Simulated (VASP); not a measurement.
The system is Eu.

```
Eu
1.0
    -2.30300    2.30300    2.30300
     2.30300   -2.30300    2.30300
     2.30300    2.30300   -2.30300
Eu
1
Direct
  0.00000 0.00000 0.00000
```

Base run:

- Program: VASP 6.6.1
- Functional: PBE
- Potentials or basis: VASP PAW PBE potentials, release 64 (Eu)
- Cutoff: 520 eV
- k mesh: 10 × 10 × 10
- Occupations: fermi-dirac, width 0.05 eV
- Spin: collinear spin, ferromagnetic start
- Starting moments: [7.0] μB

Its results: pressure -1.8 GPa; net moment 7.40 μB per cell; site moments Eu +6.71 μB.

Question: The run is repeated on the same cell with these changes: hubbard terms from none to Eu f U = 5.0 eV. What comes out?

Answer: Pressure -0.4 GPa; net moment 7.36 μB per cell; site moments Eu +6.80 μB.
